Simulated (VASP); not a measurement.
# NiSb (P6_3/mmc) in VASP: notebook

The runs below take NiSb through single point, with PBEsol.

Program: VASP 6.6.1. These are calculated values, not measurements. Logs are shortened: lines on timing, memory, paths and dates and some standing lists are left out, and cuts for length are marked.

### Step 1. The cell of the first run

The structure is hexagonal, space group P6_3/mmc (No. 194). The conventional cell has a = 3.994 Å, b = 3.994 Å, c = 5.009 Å, α = 90.00°, β = 90.00°, γ = 120.00°. Ni (site symmetry -3m) has 2 Ni at 2.50 Å and 6 Sb at 2.62 Å within 3.3 Å. Sb (site symmetry -6m2) has 6 Ni at 2.62 Å and 6 Sb at 3.40 Å within 3.5 Å.

### Step 2. Single point, PBEsol (biaxial strain in the a-b plane: +2.0 %)

Contents of INCAR:

```
SYSTEM = NiSb
PREC     = Accurate       ! precision mode
ENCUT    = 520            ! plane-wave cutoff, eV
EDIFF    = 1E-7           ! SCF threshold, eV
ISMEAR   = 0              ! smearing method
SIGMA    = 0.1            ! smearing width, eV
LREAL    = .False.        ! projectors in reciprocal space
LASPH    = .True.         ! aspherical terms in the spheres
NELM     = 80             ! most SCF steps
ALGO     = Normal         ! electronic algorithm
ISIF     = 2              ! what is computed and relaxed
LWAVE    = .False.        ! write WAVECAR
LCHARG   = .False.        ! write CHGCAR
GGA      = PS             ! functional
NBANDS   = 23             ! bands
```

Contents of KPOINTS:

```
Automatic mesh
0
Gamma
  18 18 10
  0 0 0
```

Contents of POSCAR:

```
NiSb
1.0
    3.9942567495      0.0000000000      0.0000000000
   -1.9971283747      3.4591278143      0.0000000000
    0.0000000000      0.0000000000      5.0094518454
Ni Sb
2 2
Direct
    0.0000000000      0.0000000000      0.0000000000
    0.0000000000      0.0000000000      0.5000000000
    0.3333333333      0.6666666667      0.2500000000
    0.6666666667      0.3333333333      0.7500000000
```

Potentials or basis: VASP PAW PBE potentials, release 64 (Ni, Sb).

On the command line:

```
$ cat potpaw_PBE.64/Ni/POTCAR potpaw_PBE.64/Sb/POTCAR > POTCAR
$ mpirun -np 1 vasp_std > vasp.out
```

OUTCAR:

```text
SYSTEM = NiSb
   PREC = Accurate
   ENCUT = 520
   EDIFF = 1E-7
   ISMEAR = 0
   LREAL = .False.
   LASPH = .True.
   NELM = 80
   ISIF = 2
   GGA = PS

 ion  position               nearest neighbor table
   1  0.000  0.000  0.000-   2 2.50   2 2.50   4 2.62   3 2.62   3 2.62   4 2.62   4 2.62   3 2.62

   2  0.000  0.000  0.500-   1 2.50   1 2.50   4 2.62   3 2.62   3 2.62   4 2.62   4 2.62   3 2.62

   3  0.333  0.667  0.250-   1 2.62   2 2.62   1 2.62   2 2.62   1 2.62   2 2.62   4 3.40   4 3.40
                             4 3.40   4 3.40   4 3.40   4 3.40
   4  0.667  0.333  0.750-   1 2.62   2 2.62   1 2.62   2 2.62   1 2.62   2 2.62   3 3.40   3 3.40
                             3 3.40   3 3.40   3 3.40   3 3.40

  LATTYP: Found a hexagonal cell.
 ALAT       =     3.9942567495
 C/A-ratio  =     1.2541637054

  Lattice vectors:

 A1 = (   3.9942567495,   0.0000000000,   0.0000000000)
 A2 = (  -1.9971283747,   3.4591278143,   0.0000000000)
 A3 = (   0.0000000000,   0.0000000000,   5.0094518454)

Analysis of symmetry for initial positions (statically):
=====================================================================
 Subroutine PRICEL returns:
 Original cell was already a primitive cell.

 Routine SETGRP: Setting up the symmetry group for a
 hexagonal supercell.

 Subroutine GETGRP returns: Found 24 space group operations
 (whereof 12 operations were pure point group operations)
 out of a pool of 24 trial point group operations.

The static configuration has the point symmetry D_3d.
 The point group associated with its full space group is D_6h.

Analysis of symmetry for dynamics (positions and initial velocities):
=====================================================================
 Subroutine PRICEL returns:
 Original cell was already a primitive cell.

 Routine SETGRP: Setting up the symmetry group for a
 hexagonal supercell.

 Subroutine GETGRP returns: Found 24 space group operations
 (whereof 12 operations were pure point group operations)
 out of a pool of 24 trial point group operations.

The dynamic configuration has the point symmetry D_3d.
 The point group associated with its full space group is D_6h.

 Subroutine INISYM returns: Found 24 space group operations
 (whereof 12 operations are pure point group operations),
 and found     1 'primitive' translations

----------------------------------------------------------------------------------------

                                     Primitive cell

  volume of cell :      69.2138

  direct lattice vectors                    reciprocal lattice vectors
     3.994256749  0.000000000  0.000000000     0.250359469  0.144545107  0.000000000
    -1.997128375  3.459127814  0.000000000     0.000000000  0.289090214  0.000000000
     0.000000000  0.000000000  5.009451845     0.000000000  0.000000000  0.199622640

  length of vectors
     3.994256749  3.994256749  5.009451845     0.289090214  0.289090214  0.199622640

  position of ions in fractional coordinates (direct lattice)
     0.000000000  0.000000000  0.000000000
     0.000000000  0.000000000  0.500000000
     0.333333333  0.666666667  0.250000000
     0.666666667  0.333333333  0.750000000

  ion indices of the primitive-cell ions
   primitive index   ion index
                 1           1
                 2           2
                 3           3
                 4           4

----------------------------------------------------------------------------------------

 KPOINTS: Automatic mesh

Automatic generation of k-mesh.
 Grid dimensions read from file:
 generate k-points for:   18   18   10

 Generating k-lattice:

  Cartesian coordinates                     Fractional coordinates (reciprocal lattice)
     0.013908859  0.008030284  0.000000000     0.055555556 -0.000000000  0.000000000
     0.000000000  0.016060567  0.000000000     0.000000000  0.055555556  0.000000000
     0.000000000  0.000000000  0.019962264     0.000000000  0.000000000  0.100000000

  Length of vectors
     0.016060567  0.016060567  0.019962264

  Shift w.r.t. Gamma in fractional coordinates (k-lattice)
     0.000000000  0.000000000  0.000000000

 Subroutine IBZKPT returns following result:
 ===========================================

 Found    222 irreducible k-points:

 Following reciprocal coordinates:
            Coordinates               Weight
  0.000000  0.000000  0.000000      1.000000
  0.055556 -0.000000  0.000000      6.000000
  0.111111 -0.000000  0.000000      6.000000
  0.166667 -0.000000  0.000000      6.000000
  0.222222 -0.000000  0.000000      6.000000
  0.277778  0.000000  0.000000      6.000000
[... 16 lines left out ...]
  0.333333  0.111111  0.000000     12.000000
  0.388889  0.111111  0.000000     12.000000
 [... further k-points ...]
   k-points           NKPTS =    222   k-points in BZ     NKDIM =    222   number of bands    NBANDS=     23
   number of dos      NEDOS =    301   number of ions     NIONS =      4
   total plane-waves  NPLWV =  36000
   dimension x,y,z NGX =    30 NGY =   30 NGZ =   40
   dimension x,y,z NGXF=    60 NGYF=   60 NGZF=   80
   ions per type =               2   2
   NGX,Y,Z   is equivalent  to a cutoff of  12.49, 12.49, 13.27 a.u.
   NGXF,Y,Z  is equivalent  to a cutoff of  24.97, 24.97, 26.55 a.u.
 SYSTEM =  NiSb
   PREC   = accura    normal or accurate (medium, high low for compatibility)
   ISTART =      0    job   : 0-new  1-cont  2-samecut
   ICHARG =      2    charge: 1-file 2-atom 10-const
   ISPIN  =      1    spin polarized calculation?
   LNONCOLLINEAR =      F non collinear calculations
   LSORBIT =      F    spin-orbit coupling
   LASPH  =      T    aspherical Exc in radial PAW
   ENCUT  =  520.0 eV  38.22 Ry    6.18 a.u.   7.43  7.43  9.31*2*pi/ulx,y,z
   NELM   =     80;   NELMIN=  2; NELMDL= -5     # of ELM steps
   EDIFF  = 0.1E-06   stopping-criterion for ELM
   LREAL  =      F    real-space projection
   EDIFFG = 0.1E-05   stopping-criterion for IOM
   NSW    =      0    number of steps for IOM
   IBRION =     -1    ionic relax: 0-MD 1-quasi-New 2-CG
   NFREE  =      0    steps in history (QN), initial steepest desc. (CG)
   ISIF   =      2    stress and relaxation
   ISYM   =      2    0-nonsym 1-usesym 2-fastsym
   POTIM  = 0.5000    time-step for ionic-motion
   TEBEG  =    0.0;   TEEND  =   0.0 temperature during run
   PSTRESS=    0.0 pullay stress
   NELECT =      30.0000    total number of electrons
   NUPDOWN=      -1.0000    fix difference up-down
   EMIN   =  10.00;   EMAX   =-10.00  energy-range for DOS
   EFERMI =   0.00;   METHOD = LEGACY
   ISMEAR =     0;   SIGMA  =   0.10  broadening in eV -4-tet -1-fermi 0-gaus
   EFERMI_NEDOS =   21; number of points for ismear=-14 and -15
   IALGO  =     38    algorithm
   IMIX   =      4    mixing-type and parameters
     AMIX     =   0.40;   BMIX     =  1.00
     AMIX_MAG =   1.60;   BMIX_MAG =  1.00
  volume/ion in A,a.u.               =      17.30       116.77
  Fermi-wavevector in a.u.,A,eV,Ry     =   1.238942  2.341261 20.884635  1.534977
  Thomas-Fermi vector in A             =   2.373446
   LORBIT       =      0    0 simple, 1 ext, 2 COOP (PROOUT), +10 PAW based schemes
   GGA     = PS    functional components
   LHFCALC =     F    Hartree Fock is set to
   AEXX    =    0.0000 exact exchange contribution
   IVDW    =     0    specifies the selected vdW correction
   LEPSILON=     F    determine dielectric tensor
   LRPA    =     F    only Hartree local field effects (RPA)
 non-spin polarized calculation
 Gauss-broadening in eV      SIGMA  =   0.10
  energy-cutoff  :      520.00
  volume of cell :       69.21
 maximum number of plane-waves:      1897
 NGX is ok and might be reduce to    30
   NGX = 15   NGY = 15   NGZ = 19

 number of electron      29.9999996 magnetization

 Free energy of the ion-electron system (eV)
  ---------------------------------------------------
  ext. energy  EPLUGINS =         0.00000000
  ---------------------------------------------------
  free energy    TOTEN  =       -22.64683724 eV

  energy without entropy =      -22.63450939  energy(sigma->0) =      -22.64067332

 E-fermi :   9.7067     XC(G=0): -11.6051

 val. band max:        9.7031557120   @ k =   0.1667  -0.0000   0.0000
 cond. band min:       9.7072478987   @ k =   0.1667  -0.0000   0.2000
 fundamental gap:      0.0040921867
 Fermi energy:         9.7066710967

 k-point     1 :       0.0000    0.0000    0.0000
  band No.  band energies     occupation
      1      -3.2003      2.00000
      2       1.5574      2.00000
      3       3.6941      2.00000
      4       5.7515      2.00000
      5       5.7515      2.00000
      6       6.4934      2.00000
[... 15 lines left out ...]
     22      16.0765      0.00000
     23      17.5831      0.00000

 k-point     2 :       0.0556   -0.0000    0.0000
  band No.  band energies     occupation
      1      -3.1629      2.00000
      2       1.5485      2.00000
      3       3.7365      2.00000
      4       5.7503      2.00000
      5       5.7596      2.00000
      6       6.4798      2.00000
[... 15 lines left out ...]
     22      16.1263      0.00000
     23      17.2493      0.00000

 k-point     3 :       0.1111   -0.0000    0.0000
  band No.  band energies     occupation
      1      -3.0507      2.00000
      2       1.5190      2.00000
      3       3.8630      2.00000
      4       5.7384      2.00000
      5       5.7838      2.00000
      6       6.4302      2.00000
[... 15 lines left out ...]
     22      16.2856      0.00000
     23      16.6736      0.00000

 k-point     4 :       0.1667   -0.0000    0.0000
  band No.  band energies     occupation
      1      -2.8654      2.00000
      2       1.4600      2.00000
      3       4.0715      2.00000
      4       5.6707      2.00000
      5       5.8237      2.00000
      6       6.3273      2.00000
[... 15 lines left out ...]
     22      16.5409      0.00000
     23      16.5792      0.00000

 k-point     5 :       0.2222   -0.0000    0.0000
  band No.  band energies     occupation
      1      -2.6095      2.00000
      2       1.3567      2.00000
      3       4.3582      2.00000
      4       5.4264      2.00000
      5       5.8785      2.00000
      6       6.2320      2.00000
[... 15 lines left out ...]
     22      16.1330      0.00000
     23      16.7541      0.00000

 k-point     6 :       0.2778    0.0000    0.0000
  band No.  band energies     occupation
      1      -2.2875      2.00000
      2       1.1886      2.00000
      3       4.7169      2.00000
      4       4.9878      2.00000
      5       5.9457      2.00000
      6       6.2401      2.00000
[... 15 lines left out ...]
     22      15.7788      0.00000
     23      17.1182      0.00000

 k-point     7 :       0.3333   -0.0000    0.0000
  band No.  band energies     occupation
      1      -1.9074      2.00000
      2       0.9359      2.00000
      3       4.5268      2.00000
      4       5.1366      2.00000
      5       6.0207      2.00000
      6       6.3165      2.00000
[... 353 lines left out ...]
     22      16.5467      0.00000
     23      17.2978      0.00000

 k-point    21 :       0.2222    0.1111    0.0000
  band No.  band energies     occupation
      1      -2.1821      2.00000
      2       1.1576      2.00000
      3       4.8326      2.00000
      4       5.0017      2.00000
      5       5.7553      2.00000
      6       6.0077      2.00000
[... 15 lines left out ...]
     22      16.6577      0.00000
     23      17.3453      0.00000

 k-point    22 :       0.2778    0.1111    0.0000
  band No.  band energies     occupation
      1      -1.8060      2.00000
      2       0.9228      2.00000
      3       4.4869      2.00000
      4       5.2447      2.00000
      5       5.7794      2.00000
      6       5.9827      2.00000
[... 15 lines left out ...]
     22      16.8471      0.00000
     23      17.3434      0.00000

 k-point    23 :       0.3333    0.1111    0.0000
  band No.  band energies     occupation
      1      -1.3885      2.00000
      2       0.6077      2.00000
      3       4.0775      2.00000
      4       5.6934      2.00000
      5       5.8050      2.00000
      6       5.9617      2.00000
[... 15 lines left out ...]
     22      17.3222      0.00000
     23      17.5954      0.00000

 k-point    24 :       0.3889    0.1111    0.0000
  band No.  band energies     occupation
      1      -0.9684      2.00000
      2       0.2438      2.00000
      3       3.8247      2.00000
      4       5.8246      2.00000
      5       5.9457      2.00000
      6       6.1347      2.00000
[... 15 lines left out ...]
     22      17.3026      0.00000
     23      18.5600      0.00000

 [... further k-points ...]

------------------------ aborting loop because EDIFF is reached ----------------------------------------

  FORCE on cell =-STRESS in cart. coord.  units (eV):
  Direction    XX          YY          ZZ          XY          YZ          ZX
  --------------------------------------------------------------------------------------
  -------------------------------------------------------------------------------------
  Total       -1.9185494     -1.9185494     -0.3622782     -0.0000000      0.0000000      0.0000000
  in kB      -44.4110224    -44.4110224     -8.3860990     -0.0000000      0.0000000      0.0000000
  external PRESSURE =     -32.4027146 kB  Pullay stress =       0.0000000 kB

 VOLUME and BASIS-vectors are now :
 -----------------------------------------------------------------------------
  energy-cutoff  :      520.00
  volume of cell :       69.21
      direct lattice vectors                 reciprocal lattice vectors
     3.994256749  0.000000000  0.000000000     0.250359469  0.144545107  0.000000000
    -1.997128375  3.459127814  0.000000000     0.000000000  0.289090214  0.000000000
     0.000000000  0.000000000  5.009451845     0.000000000  0.000000000  0.199622640

 POSITION                                       TOTAL-FORCE (eV/Angst)
 -----------------------------------------------------------------------------------
      0.00000      0.00000      0.00000        -0.000000      0.000000     -0.000000
      0.00000      0.00000      2.50473        -0.000000      0.000000     -0.000000
     -0.00000      2.30609      1.25236         0.000000      0.000000      0.000000
      1.99713      1.15304      3.75709        -0.000000      0.000000      0.000000
 -----------------------------------------------------------------------------------
    total drift:                                0.000000     -0.000000     -0.000000

  FREE ENERGIE OF THE ION-ELECTRON SYSTEM (eV)
  ---------------------------------------------------
  free  energy   TOTEN  =       -22.6468372406 eV

  energy  without entropy=      -22.6345093931  energy(sigma->0) =      -22.64067332
```

It took 7.4 min on 1 thread of Intel Xeon Platinum 8488C (Sapphire Rapids), shared host; peak memory 0.43 GiB.

What came out:

```
Free energy            : -22.6468 eV
Pressure               : -3.2 GPa
Band gap on the k mesh : zero (bands 15 and 16 overlap by 3.18 eV)
```

Levels at points of the mesh, in eV from the Fermi level:
```
           k point  band 13  band 14  band 15  band 16  band 17  band 18
(0.00, 0.00, 0.00)     0.13     0.40     0.40     2.28     2.28     2.80
(0.50, 0.00, 0.00)    -1.55    -1.24    -1.18    -0.42     1.28     3.33
(0.00, 0.00, 0.50)     0.32     0.32     1.95     1.95     1.95     1.95
(0.50, 0.00, 0.50)    -1.73    -1.73     0.16     0.16     1.57     1.57
```

Caveat: the cell differs from its parent crystal (biaxial strain in the a-b plane: +2.0 %); the cell stands under tension; the PAW data sets were made with another functional, which shifts forces and pressure a little; spin-orbit coupling is left out, which moves the levels of the heavy elements.

### Step 3. Single point, PBEsol (biaxial strain in the a-b plane: +3.0 %, then relaxed in part)

Contents of INCAR:

```
  PREC = Accurate
  ENCUT = 520
  EDIFF = 1E-6
  ISMEAR = 0
  SIGMA = 0.1
  LREAL = False
  LASPH = True
  NELM = 60
  ALGO = Normal
  ISIF = 2
  LWAVE = False
  LCHARG = False
  GGA = PS
  NBANDS = 23
```

Contents of KPOINTS:

```
Automatic mesh
0
Gamma
  18 18 10
```

Contents of POSCAR:

```
NiSb
1.0
    4.0334161294      0.0000000000      0.0000000000
   -2.0167080647      3.4930408321      0.0000000000
    0.0000000000      0.0000000000      4.9466059870
Ni Sb
2 2
Direct
    0.0000000000      0.0000000000      0.0000000000
    0.0000000000      0.0000000000      0.5000000000
    0.3333333333      0.6666666667      0.2500000000
    0.6666666667      0.3333333333      0.7500000000
```

Potentials or basis: VASP PAW PBE potentials, release 64 (Ni, Sb).

On the command line:

```
$ cat potpaw_PBE.64/Ni/POTCAR potpaw_PBE.64/Sb/POTCAR > POTCAR
$ mpirun -np 1 vasp_std > vasp.out
```

It took 6.1 min on 1 thread of Intel Xeon Platinum 8488C (Sapphire Rapids), shared host; peak memory 0.42 GiB.

Results (log left out):

```
Free energy            : -22.6051 eV
Pressure               : -3.9 GPa
Band gap on the k mesh : zero (bands 15 and 16 overlap by 3.08 eV)
```

Stress tensor (GPa, compression positive):
```
-5.92  0.00  0.00
 0.00 -5.92  0.00
 0.00  0.00  0.13
```

Levels at points of the mesh, in eV from the Fermi level:
| k point | band 12 | band 13 | band 14 | band 15 | band 16 | band 17 | band 18 | band 19 |
| --- | --- | --- | --- | --- | --- | --- | --- | --- |
| (0.00, 0.00, 0.00) | -1.11 | 0.21 | 0.29 | 0.29 | 2.15 | 2.15 | 2.63 | 4.05 |
| (0.50, 0.00, 0.00) | -1.76 | -1.51 | -1.15 | -1.10 | -0.46 | 1.34 | 3.28 | 4.01 |
| (0.00, 0.00, 0.50) | -2.01 | 0.32 | 0.32 | 1.87 | 1.87 | 1.87 | 1.87 | 5.04 |
| (0.50, 0.00, 0.50) | -1.85 | -1.69 | -1.69 | 0.15 | 0.15 | 1.49 | 1.49 | 5.68 |

Caveat: the cell differs from its parent crystal (biaxial strain in the a-b plane: +3.0 %, then relaxed in part); the stress differs along the axes, from -6 to 0 GPa; the PAW data sets were made with another functional, which shifts forces and pressure a little; spin-orbit coupling is left out, which moves the levels of the heavy elements.

[end of part 1 of 2]
